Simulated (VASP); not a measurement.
A run of VASP 6.6.1:

The input INCAR:

```
SYSTEM = ZnS
ALGO = Normal ; EDIFF = 1E-6
ENCUT = 520 ; GGA = PE
ISIF = 2 ; ISMEAR = -1
LASPH = .True. ; LCHARG = .False.
LREAL = .False. ; LWAVE = .False.
NBANDS = 26 ; NELM = 80
PREC = Accurate ; SIGMA = 0.02
```

Contents of KPOINTS:

```
k-points
0
Gamma
  12 12 4
  0 0 0
```

Contents of POSCAR:

```
ZnS
1.0
    3.8435053652      0.0000000000      0.0000000000
   -1.9217526826      3.3285732859      0.0000000000
    0.0000000000      0.0000000000      6.2106433201
Zn S
2 2
Direct
    0.3333333333      0.6666666667     -0.0009706151
    0.6666666667      0.3333333333      0.4990293849
    0.3333333333      0.6666666667      0.3759706151
    0.6666666667      0.3333333333      0.8759706151
```

Potentials or basis: VASP PAW PBE potentials, release 64 (Zn, S).

Command:

```console
$ cat potpaw_PBE.64/Zn/POTCAR potpaw_PBE.64/S/POTCAR > POTCAR
$ mpirun -np 1 vasp_std > vasp.out
```

Hardware: 1 thread of AMD EPYC 7R13, on a shared host.

Question: Estimate the wall time of this run.

Answer: It took 3.1 min on 1 thread of AMD EPYC 7R13 (shared host), peak memory 0.22 GiB. Counts: scf iterations 14, k points 57.
